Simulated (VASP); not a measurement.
# Zn (C2/m) in VASP: notebook

The runs below take Zn through single point, with PBEsol.

Everything below comes from runs of VASP 6.6.1. Logs are shortened: lines on timing, memory, paths and dates and some standing lists are left out, and cuts for length are marked.

**1. The cell of the first run**

It takes space group C2/m (No. 12, monoclinic). Conventional cell: a = 4.596 Å, b = 2.651 Å, c = 7.570 Å, α = 90.00°, β = 102.30°, γ = 90.00°. Zn (site symmetry m) has 12 Zn at 2.65 to 2.92 Å within 3.5 Å. Within 3.5 Å of Zn (site symmetry 2/m) lie 12 Zn at 2.65 to 2.92 Å.

**2. Single point, PBEsol (volume scaled by 1.04)**

Input file INCAR:

```
PREC = Accurate
ENCUT = 520
EDIFF = 1E-7
ISMEAR = -1
SIGMA = 0.05
LREAL = F
LASPH = T
NELM = 80
ALGO = Fast
ISIF = 2
LWAVE = F
LCHARG = F
GGA = PS
NBANDS = 25
```

Input file KPOINTS:

```
regular mesh
0
Gamma
  12 12 4
```

Input file POSCAR:

```
Zn
1.0
    2.2980179408     -1.3257059190      0.0000000000
    2.2980179408      1.3257059190      0.0000000000
   -1.6126625833      0.0000000000      7.3964772113
Zn
3
Direct
    0.7780178600      0.7780178600      0.3345049800
    0.2219821400      0.2219821400      0.6654950200
    0.0000000000      0.0000000000      0.0000000000
```

Potentials or basis: VASP PAW PBE potentials, release 64 (Zn).

Started as:

```bash
$ cat potpaw_PBE.64/Zn/POTCAR > POTCAR
$ mpirun -np 1 vasp_std > vasp.out
```

OUTCAR:

```text
PREC = Accurate
   ENCUT = 520
   EDIFF = 1E-7
   ISMEAR = -1
   LREAL = F
   LASPH = T
   NELM = 80
   ISIF = 2
   GGA = PS

 ion  position               nearest neighbor table
   1  0.778  0.778  0.335-   2 2.87   2 2.89   2 2.89   3 2.90   3 2.90   3 2.92
   2  0.222  0.222  0.665-   1 2.87   1 2.89   1 2.89   3 2.90   3 2.90   3 2.92
   3  0.000  0.000  0.000-   1 2.90   1 2.90   2 2.90   2 2.90   1 2.92   2 2.92

  LATTYP: Found a base centered monoclinic cell.
 ALAT       =     4.5960358816
 B/A-ratio  =     0.5768910222
 C/A-ratio  =     1.6471240986
 COS(beta)  =    -0.2130265715

  Lattice vectors:

 A1 = (   2.2980179408,  -1.3257059190,   0.0000000000)
 A2 = (   2.2980179408,   1.3257059190,   0.0000000000)
 A3 = (  -1.6126625833,   0.0000000000,   7.3964772113)

Analysis of symmetry for initial positions (statically):
=====================================================================
 Subroutine PRICEL returns:
 Original cell was already a primitive cell.

 Routine SETGRP: Setting up the symmetry group for a
 base centered monoclinic supercell.

 Subroutine GETGRP returns: Found  4 space group operations
 (whereof  4 operations were pure point group operations)
 out of a pool of  4 trial point group operations.

The static configuration has the point symmetry C_2h.

Analysis of symmetry for dynamics (positions and initial velocities):
=====================================================================
 Subroutine PRICEL returns:
 Original cell was already a primitive cell.

 Routine SETGRP: Setting up the symmetry group for a
 base centered monoclinic supercell.

 Subroutine GETGRP returns: Found  4 space group operations
 (whereof  4 operations were pure point group operations)
 out of a pool of  4 trial point group operations.

The dynamic configuration has the point symmetry C_2h.

 Subroutine INISYM returns: Found  4 space group operations
 (whereof  4 operations are pure point group operations),
 and found     1 'primitive' translations

----------------------------------------------------------------------------------------

                                     Primitive cell

  volume of cell :      45.0667

  direct lattice vectors                    reciprocal lattice vectors
     2.298017941 -1.325705919  0.000000000     0.217578806 -0.377157553  0.047438962
     2.298017941  1.325705919  0.000000000     0.217578806  0.377157553  0.047438962
    -1.612662583  0.000000000  7.396477211     0.000000000  0.000000000  0.135199497

[... 78 lines left out ...]
   ICHARG =      2    charge: 1-file 2-atom 10-const
   ISPIN  =      1    spin polarized calculation?
   LNONCOLLINEAR =      F non collinear calculations
   LSORBIT =      F    spin-orbit coupling
   LASPH  =      T    aspherical Exc in radial PAW
   ENCUT  =  520.0 eV  38.22 Ry    6.18 a.u.   4.93  4.93 14.08*2*pi/ulx,y,z
   NELM   =     80;   NELMIN=  2; NELMDL= -5     # of ELM steps
   EDIFF  = 0.1E-06   stopping-criterion for ELM
   LREAL  =      F    real-space projection
   EDIFFG = 0.1E-05   stopping-criterion for IOM
   NSW    =      0    number of steps for IOM
   IBRION =     -1    ionic relax: 0-MD 1-quasi-New 2-CG
   NFREE  =      0    steps in history (QN), initial steepest desc. (CG)
   ISIF   =      2    stress and relaxation
   ISYM   =      2    0-nonsym 1-usesym 2-fastsym
   POTIM  = 0.5000    time-step for ionic-motion
   TEBEG  =    0.0;   TEEND  =   0.0 temperature during run
   PSTRESS=    0.0 pullay stress
   NELECT =      36.0000    total number of electrons
   NUPDOWN=      -1.0000    fix difference up-down
   EMIN   =  10.00;   EMAX   =-10.00  energy-range for DOS
   EFERMI =   0.00;   METHOD = LEGACY
   ISMEAR =    -1;   SIGMA  =   0.05  broadening in eV -4-tet -1-fermi 0-gaus
   EFERMI_NEDOS =   21; number of points for ismear=-14 and -15
   IALGO  =     68    algorithm
   IMIX   =      4    mixing-type and parameters
     AMIX     =   0.40;   BMIX     =  1.00
     AMIX_MAG =   1.60;   BMIX_MAG =  1.00
  volume/ion in A,a.u.               =      15.02       101.37
  Fermi-wavevector in a.u.,A,eV,Ry     =   1.518998  2.870490 31.393463  2.307354
  Thomas-Fermi vector in A             =   2.628043
   LORBIT       =      0    0 simple, 1 ext, 2 COOP (PROOUT), +10 PAW based schemes
   GGA     = PS    functional components
   LHFCALC =     F    Hartree Fock is set to
   AEXX    =    0.0000 exact exchange contribution
   IVDW    =     0    specifies the selected vdW correction
   LEPSILON=     F    determine dielectric tensor
   LRPA    =     F    only Hartree local field effects (RPA)
 non-spin polarized calculation
 RMM-DIIS sequential band-by-band and
  energy-cutoff  :      520.00
  volume of cell :       45.07
 maximum number of plane-waves:      1237
   NGX =  9   NGY =  9   NGZ = 29

 number of electron      35.9999966 magnetization

 Free energy of the ion-electron system (eV)
  ---------------------------------------------------
  ext. energy  EPLUGINS =         0.00000000
  ---------------------------------------------------
  free energy    TOTEN  =        -4.69715229 eV

  energy without entropy =       -4.68927520  energy(sigma->0) =       -4.69321375

 E-fermi :   3.0871     XC(G=0): -11.7646

 val. band max:        3.0811701181   @ k =   0.2500   0.2500   0.5000
 cond. band min:       3.0882555365   @ k =  -0.3333   0.3333   0.0000
 fundamental gap:      0.0070854184
 Fermi energy:         3.0871263891

 k-point     1 :       0.0000    0.0000    0.0000
  band No.  band energies     occupation
      1      -7.4886      2.00000
      2      -5.7653      2.00000
      3      -5.7643      2.00000
      4      -4.8898      2.00000
      5      -4.6571      2.00000
      6      -4.6555      2.00000
[... 661 lines left out ...]
     24       9.7678      0.00000
     25      11.5626      0.00000

 [... further k-points ...]
[... 5 lines left out ...]
  --------------------------------------------------------------------------------------
  -------------------------------------------------------------------------------------
  Total       -1.4830823     -1.7466770      0.0198271      0.0000000      0.0000000     -0.1468172
  in kB      -52.7254513    -62.0965767      0.7048769      0.0000000      0.0000000     -5.2195354
  external PRESSURE =     -38.0390504 kB  Pullay stress =       0.0000000 kB

 VOLUME and BASIS-vectors are now :
 -----------------------------------------------------------------------------
  energy-cutoff  :      520.00
  volume of cell :       45.07
      direct lattice vectors                 reciprocal lattice vectors
     2.298017941 -1.325705919  0.000000000     0.217578806 -0.377157553  0.047438962
     2.298017941  1.325705919  0.000000000     0.217578806  0.377157553  0.047438962
    -1.612662583  0.000000000  7.396477211     0.000000000  0.000000000  0.135199497

 POSITION                                       TOTAL-FORCE (eV/Angst)
 -----------------------------------------------------------------------------------
      3.03635      0.00000      2.47416        -0.006664      0.000000     -0.008110
     -0.05298      0.00000      4.92232         0.006664      0.000000      0.008110
      0.00000      0.00000      0.00000        -0.000000      0.000000      0.000000
 -----------------------------------------------------------------------------------
    total drift:                                0.000000     -0.000000      0.000000

  FREE ENERGIE OF THE ION-ELECTRON SYSTEM (eV)
  ---------------------------------------------------
  free  energy   TOTEN  =        -4.6971522904 eV

  energy  without entropy=       -4.6892752032  energy(sigma->0) =       -4.69321375
```

OSZICAR:

```text
N       E                     dE             d eps       ncg     rms          rms(c)
DAV:   1     0.191872749319E+03    0.19187E+03   -0.18248E+04  8496   0.230E+03
DAV:   2     0.471558084874E+01   -0.18716E+03   -0.18118E+03  8216   0.354E+02
DAV:   3    -0.505850860197E+01   -0.97741E+01   -0.97065E+01  9341   0.934E+01
DAV:   4    -0.514328362822E+01   -0.84775E-01   -0.84724E-01  9386   0.906E+00
DAV:   5    -0.514341204942E+01   -0.12842E-03   -0.12842E-03  9344   0.306E-01    0.520E+00
RMM:   6    -0.472687974816E+01    0.41653E+00   -0.19278E+00  9134   0.152E+01    0.390E+00
RMM:   7    -0.470846402639E+01    0.18416E-01   -0.57113E-02  9445   0.318E+00    0.203E+00
RMM:   8    -0.469734904314E+01    0.11115E-01   -0.97896E-03  9105   0.685E-01    0.186E-01
RMM:   9    -0.469717255025E+01    0.17649E-03   -0.28642E-03  9671   0.706E-01    0.944E-02
RMM:  10    -0.469715416712E+01    0.18383E-04   -0.15819E-04  9643   0.114E-01    0.251E-02
RMM:  11    -0.469715212672E+01    0.20404E-05   -0.23006E-05  9637   0.412E-02    0.324E-03
RMM:  12    -0.469715241729E+01   -0.29057E-06   -0.20922E-06  9545   0.161E-02    0.371E-03
RMM:  13    -0.469715235464E+01    0.62642E-07   -0.21165E-06  9522   0.154E-02    0.285E-03
RMM:  14    -0.469715229040E+01    0.64247E-07   -0.36708E-07  7265   0.731E-03
   1 F= -.46971523E+01 E0= -.46932137E+01  d E =-.787709E-02
```

stdout:

```text
POSCAR found type information on POSCAR Zn
 POSCAR found :  1 types and       3 ions
 scaLAPACK will be used
 -----------------------------------------------------------------------------
|                                                                             |
|                                                                             |
|     You enforced a specific xc type in the INCAR file but a different       |
|     I HOPE YOU KNOW WHAT YOU ARE DOING!                                     |
|                                                                             |
 -----------------------------------------------------------------------------

 LDA part: xc-table for (Slater+PW92), standard interpolation
 POSCAR, INCAR and KPOINTS ok, starting setup
 FFT: planning ... GRIDC
 FFT: planning ... GRID_SOFT
 FFT: planning ... GRID
 WAVECAR not read
 entering main loop
WARNING in EDDRMM: call to ZHEGV failed, returncode =   8  4     22
WARNING in EDDRMM: call to ZHEGV failed, returncode =   6  3     25
WARNING in EDDRMM: call to ZHEGV failed, returncode =   8  4     23
WARNING in EDDRMM: call to ZHEGV failed, returncode =   8  4     24
WARNING in EDDRMM: call to ZHEGV failed, returncode =   8  4     25
```

Wall time 2.4 min (1 thread of Intel Xeon Platinum 8375C at 2.90GHz (Ice Lake), shared host); peak memory 0.25 GiB.

What came out:

```
Free energy            : -4.6972 eV
Pressure               : -3.8 GPa
Largest force          : 0.010 eV/Å
Band gap on the k mesh : zero (band 18 reaches 4.30 eV, above the bottom of band 19 at -0.02 eV)
```

Forces in eV/Å, atoms in the order of the input:
```
Zn  -0.007  0.000 -0.008
Zn   0.007  0.000  0.008
Zn   0.000  0.000  0.000
```

Levels at points of the mesh, in eV from the Fermi level:
| k point | band 15 | band 16 | band 17 | band 18 | band 19 | band 20 | band 21 | band 22 |
| --- | --- | --- | --- | --- | --- | --- | --- | --- |
| (0.00, 0.00, 0.00) | -7.18 | -7.17 | -6.91 | -6.88 | 1.54 | 1.59 | 13.61 | 17.28 |
| (0.50, 0.00, 0.00) | -6.94 | -2.89 | -2.26 | -1.67 | 0.42 | 1.06 | 1.89 | 6.42 |
| (0.50, 0.50, 0.00) | -6.94 | -2.58 | -2.39 | -1.97 | -0.41 | 1.99 | 3.40 | 4.36 |
| (0.00, 0.00, 0.50) | -7.27 | -7.13 | -7.13 | -3.78 | -3.10 | 7.73 | 7.81 | 17.58 |
| (0.50, 0.00, 0.50) | -6.93 | -2.61 | -2.36 | -1.96 | -0.27 | 1.82 | 3.22 | 4.61 |
| (0.50, 0.50, 0.50) | -6.94 | -2.92 | -2.29 | -1.58 | 0.55 | 0.88 | 1.70 | 6.68 |

Caveat: the cell differs from its parent crystal (volume scaled by 1.04); the PAW data sets were made with another functional, which shifts forces and pressure a little.

**3. Single point, PBEsol (volume scaled by 1.06)**

Input file INCAR:

```
SYSTEM = Zn
PREC = Accurate
ENCUT = 520
EDIFF = 1E-7
ISMEAR = -1
SIGMA = 0.05
LREAL = .FALSE.
LASPH = .TRUE.
NELM = 100
ALGO = Fast
ISIF = 2
LWAVE = .FALSE.
LCHARG = .FALSE.
GGA = PS
NBANDS = 25
```

Input file KPOINTS:

```
regular mesh
0
G
  12 12 4
  0 0 0
```

Input file POSCAR:

```
Zn
1.0
    2.3126553924     -1.3341501334      0.0000000000
    2.3126553924      1.3341501334      0.0000000000
   -1.6229345964      0.0000000000      7.4435898014
Zn
3
Direct
    0.7780178600      0.7780178600      0.3345049800
    0.2219821400      0.2219821400      0.6654950200
    0.0000000000      0.0000000000      0.0000000000
```

Potentials or basis: VASP PAW PBE potentials, release 64 (Zn).

Started as:

```bash
$ cat potpaw_PBE.64/Zn/POTCAR > POTCAR
$ mpirun -np 1 vasp_std > vasp.out
```

OUTCAR:

```text
SYSTEM = Zn
   PREC = Accurate
   ENCUT = 520
   EDIFF = 1E-7
   ISMEAR = -1
   LREAL = .FALSE.
   LASPH = .TRUE.
   NELM = 100
   ISIF = 2
   GGA = PS

 ion  position               nearest neighbor table
   1  0.778  0.778  0.335-   2 2.89   2 2.91   2 2.91   3 2.92   3 2.92   3 2.94
   2  0.222  0.222  0.665-   1 2.89   1 2.91   1 2.91   3 2.92   3 2.92   3 2.94
   3  0.000  0.000  0.000-   1 2.92   1 2.92   2 2.92   2 2.92   1 2.94   2 2.94

  LATTYP: Found a base centered monoclinic cell.
 ALAT       =     4.6253107848
 B/A-ratio  =     0.5768910222
 C/A-ratio  =     1.6471240987
 COS(beta)  =    -0.2130265715
[... 860 lines left out ...]
     25      11.3183      0.00000

 [... further k-points ...]
[... 5 lines left out ...]
  --------------------------------------------------------------------------------------
  -------------------------------------------------------------------------------------
  Total       -1.8668536     -2.1503641     -0.2982676      0.0000000      0.0000000     -0.1539205
  in kB      -65.1167604    -75.0057449    -10.4037182      0.0000000      0.0000000     -5.3688205
  external PRESSURE =     -50.1754078 kB  Pullay stress =       0.0000000 kB

 VOLUME and BASIS-vectors are now :
 -----------------------------------------------------------------------------
  energy-cutoff  :      520.00
  volume of cell :       45.93
      direct lattice vectors                 reciprocal lattice vectors
     2.312655392 -1.334150133  0.000000000     0.216201688 -0.374770416  0.047138707
     2.312655392  1.334150133  0.000000000     0.216201688  0.374770416  0.047138707
    -1.622934596  0.000000000  7.443589801     0.000000000  0.000000000  0.134343781

 POSITION                                       TOTAL-FORCE (eV/Angst)
 -----------------------------------------------------------------------------------
      3.05569      0.00000      2.48992        -0.006389      0.000000     -0.008293
     -0.05332      0.00000      4.95367         0.006389      0.000000      0.008293
      0.00000      0.00000      0.00000         0.000000     -0.000000      0.000000
 -----------------------------------------------------------------------------------
    total drift:                                0.000000     -0.000000     -0.000000

  FREE ENERGIE OF THE ION-ELECTRON SYSTEM (eV)
  ---------------------------------------------------
  free  energy   TOTEN  =        -4.6732258756 eV

  energy  without entropy=       -4.6651905791  energy(sigma->0) =       -4.66920823
```

OSZICAR:

```text
N       E                     dE             d eps       ncg     rms          rms(c)
DAV:   1     0.192972619984E+03    0.19297E+03   -0.18216E+04  8416   0.229E+03
DAV:   2     0.495335530546E+01   -0.18802E+03   -0.18195E+03  8248   0.354E+02
DAV:   3    -0.501388353303E+01   -0.99672E+01   -0.98960E+01  9303   0.941E+01
DAV:   4    -0.510117121803E+01   -0.87288E-01   -0.87249E-01  9366   0.924E+00
DAV:   5    -0.510130338863E+01   -0.13217E-03   -0.13217E-03  9465   0.311E-01    0.498E+00
RMM:   6    -0.470141575932E+01    0.39989E+00   -0.18706E+00  9112   0.149E+01    0.378E+00
RMM:   7    -0.468403880833E+01    0.17377E-01   -0.54188E-02  9443   0.310E+00    0.198E+00
RMM:   8    -0.467341920766E+01    0.10620E-01   -0.94086E-03  9081   0.676E-01    0.185E-01
RMM:   9    -0.467324787215E+01    0.17134E-03   -0.28796E-03  9670   0.706E-01    0.952E-02
RMM:  10    -0.467322792534E+01    0.19947E-04   -0.15838E-04  9624   0.116E-01    0.256E-02
RMM:  11    -0.467322570164E+01    0.22237E-05   -0.23948E-05  9621   0.424E-02    0.316E-03
RMM:  12    -0.467322599715E+01   -0.29550E-06   -0.22512E-06  9482   0.169E-02    0.364E-03
RMM:  13    -0.467322595073E+01    0.46416E-07   -0.22527E-06  9517   0.159E-02    0.310E-03
RMM:  14    -0.467322587560E+01    0.75133E-07   -0.37845E-07  7366   0.744E-03
   1 F= -.46732259E+01 E0= -.46692082E+01  d E =-.803530E-02
```

Wall time 2.4 min (1 thread of Intel Xeon Platinum 8375C at 2.90GHz (Ice Lake), shared host); peak memory 0.25 GiB.

Results:

- Free energy: -4.6732 eV
- Pressure: -5.0 GPa
- Largest force: 0.010 eV/Å
- Band gap on the k mesh: zero (band 18 reaches 4.14 eV, above the bottom of band 19 at -0.16 eV)

Forces on the atoms (eV/Å):
```
Zn  -0.006  0.000 -0.008
Zn   0.006  0.000  0.008
Zn   0.000  0.000  0.000
```

Stress tensor (GPa, compression positive):
```
-6.51  0.00 -0.54
 0.00 -7.50  0.00
-0.54  0.00 -1.04
```

Caveat: the cell differs from its parent crystal (volume scaled by 1.06); the PAW data sets were made with another functional, which shifts forces and pressure a little.

**4. Single point, PBEsol**

This run uses another cell than the first one, of 11.48 Å³/atom, 0.764 times its volume.

Input file INCAR:

```
PREC = Accurate ; ENCUT = 520
EDIFF = 1E-7 ; ISMEAR = -1
SIGMA = 0.05 ; LREAL = F
LASPH = T ; NELM = 100
ALGO = Normal ; ISIF = 2
LWAVE = F ; LCHARG = F
GGA = PS ; NBANDS = 25
```

Input file KPOINTS:

```
regular mesh
0
Gamma
  12 12 4
```

Input file POSCAR:

```
Zn
1.0
    2.2210874392     -1.2766982901      0.0064405738
    2.2210874392      1.2766982901      0.0064405738
   -1.5379458040      0.0000000000      6.0685382859
Zn
3
Direct
    0.7773080098      0.7773080098      0.3339196718
    0.2226919902      0.2226919902      0.6660803282
    0.0000000000      0.0000000000      0.0000000000
```

Started as:

```bash
$ cat potpaw_PBE.64/Zn/POTCAR > POTCAR
$ mpirun -np 1 vasp_std > vasp.out
```

It took 87 s on 1 thread of Intel Xeon Platinum 8559C (Emerald Rapids), shared host; peak memory 0.23 GiB.

Results (log left out):

- Free energy: -4.1167 eV
- Pressure: 31.0 GPa
- Band gap on the k mesh: zero (band 18 reaches 7.10 eV, above the bottom of band 19 at 4.85 eV)

Levels at points of the mesh, in eV from the Fermi level:
| k point | band 16 | band 17 | band 18 | band 19 | band 20 | band 21 |
| --- | --- | --- | --- | --- | --- | --- |
| (0.00, 0.00, 0.00) | -7.85 | -7.84 | -7.83 | 5.17 | 5.21 | 18.06 |
| (0.50, 0.00, 0.00) | -4.59 | -3.44 | -2.86 | 0.62 | 1.40 | 2.70 |
| (0.50, 0.50, 0.00) | -4.09 | -3.96 | -3.13 | -0.63 | 2.72 | 5.02 |
| (0.00, 0.00, 0.50) | -7.77 | -7.76 | -4.26 | -0.61 | 14.10 | 14.14 |
| (0.50, 0.00, 0.50) | -4.08 | -3.90 | -3.10 | -0.47 | 2.65 | 4.90 |
| (0.50, 0.50, 0.50) | -4.65 | -3.50 | -2.81 | 0.65 | 1.21 | 2.50 |

Caveat: the PAW data sets were made with another functional, which shifts forces and pressure a little.

**5. Overview**

| cell | gap on the mesh (eV) | pressure (GPa) | largest force (eV/Å) |
| --- | --- | --- | --- |
| a = 2.653, b = 2.653, c = 7.570 Å, angles 100.6, 100.6, 60.0°, 3 atoms | none | -3.8 | 0.01 |
| a = 2.670, b = 2.670, c = 7.618 Å, angles 100.6, 100.6, 60.0°, 3 atoms | none | -5.0 | 0.01 |
| a = 2.562, b = 2.562, c = 6.260 Å, angles 102.2, 102.2, 59.8°, 3 atoms | none | 31.0 | - |

Alike in all rows: task single point; level PBEsol; potentials or basis VASP PAW PBE potentials, release 64 (Zn); no spin polarisation; k mesh 12 × 12 × 4; cutoff (eV) 520; smearing fermi-dirac 0.05 eV.

Caveats: the PAW data sets were made with another functional, which shifts forces and pressure a little.

Total energies depend on the potentials used, so only differences within one code and one set of settings carry meaning.
